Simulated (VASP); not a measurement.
NaI:

```
CELL_PARAMETERS angstrom
0.00000 3.23640 3.23640
3.23640 0.00000 3.23640
3.23640 3.23640 0.00000
ATOMIC_POSITIONS crystal
Na 0.00000 0.00000 0.00000
I 0.50000 0.50000 0.50000
```

* Program: VASP 6.6.1
* Task: relaxation of cell and atoms
* Functional: LDA
* Potentials or basis: VASP PAW LDA potentials, release 64 (Na_pv, I)
* Cutoff: 600 eV
* k mesh: 6 × 6 × 6
* Occupations: gaussian, width 0.02 eV
* Spin: no spin polarisation

At the start: pressure -1.6 GPa; volume 33.90 Å³/atom.

Task: Where does the relaxation end?

Result: Over 4 steps the energy falls by 17.8 meV/atom and the volume is 30.69 Å³/atom (-9.5 %); space group Fm-3m (No. 225, to 0.1 Å) before and after.

The path:
```csv
step,energy change (eV),largest force (eV/Å),pressure (GPa),volume (Å³)
1,0.0000,0.0000,-1.63,67.80
2,-0.0266,0.0000,-0.90,64.48
3,-0.0356,0.0000,-0.07,61.61
4,-0.0356,0.0000,0.01,61.39
```

Final structure:
```
CELL_PARAMETERS angstrom
0.00000 3.13100 3.13100
3.13100 0.00000 3.13100
3.13100 3.13100 0.00000
ATOMIC_POSITIONS crystal
Na 0.00000 0.00000 0.00000
I 0.50000 0.50000 0.50000
```
